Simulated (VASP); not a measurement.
Input of a VASP 6.6.1 run:

Contents of INCAR:

```
PREC = Accurate
ENCUT = 520
EDIFF = 1E-6
ISMEAR = -1
SIGMA = 0.05
LREAL = F
LASPH = T
NELM = 60
ALGO = Normal
ISIF = 2
LWAVE = F
LCHARG = F
GGA = PS
NBANDS = 46
```

File KPOINTS:

```
regular mesh
0
Gamma
  7 7 7
```

Contents of POSCAR:

```
ZnCu2SnSe4
1.0
   -2.8286814729      2.8286814729      5.6589449390
    2.8286814729     -2.8286814729      5.6589449390
    2.8286814729      2.8286814729     -5.6589449390
Sn Se Zn Cu
1 4 1 2
Direct
    0.5000000000      0.5000000000      0.0000000000
    0.8966465001      0.3755438518      0.0000000000
    0.1033534999      0.1033534999      0.4788973517
    0.3755438518      0.8966465001      0.0000000000
    0.6244561482      0.6244561482      0.5211026483
    0.0000000000      0.0000000000      0.0000000000
    0.2500000000      0.7500000000      0.5000000000
    0.7500000000      0.2500000000      0.5000000000
```

Potentials or basis: VASP PAW PBE potentials, release 64 (Sn_d, Se, Zn, Cu).

Command:

```bash
$ cat potpaw_PBE.64/Sn_d/POTCAR potpaw_PBE.64/Se/POTCAR potpaw_PBE.64/Zn/POTCAR potpaw_PBE.64/Cu/POTCAR > POTCAR
$ mpirun -np 1 vasp_std > vasp.out
```

Problem. Estimate the band gap on the k mesh.

Solution. Zero (filled and empty bands touch).

Problem. What does it give for the largest force?

Solution. 0.016 eV/Å.

Problem. Predict the pressure.

Solution. 0.3 GPa.

Forces in eV/Å, atoms in the order of the input:
```
Sn   0.000  0.000  0.000
Se   0.008 -0.008 -0.010
Se   0.008  0.008  0.010
Se  -0.008  0.008 -0.010
Se  -0.008 -0.008  0.010
Zn   0.000  0.000  0.000
Cu   0.000  0.000  0.000
Cu   0.000  0.000  0.000
```

Caveat: semilocal functionals underestimate gaps, and a narrow one can read as zero; the PAW data sets were made with another functional, which shifts forces and pressure a little; spin-orbit coupling is left out, which moves the levels of the heavy elements. With open d or f shells a metallic result of PBEsol can be an artefact of self-interaction; +U or a hybrid may open a gap.
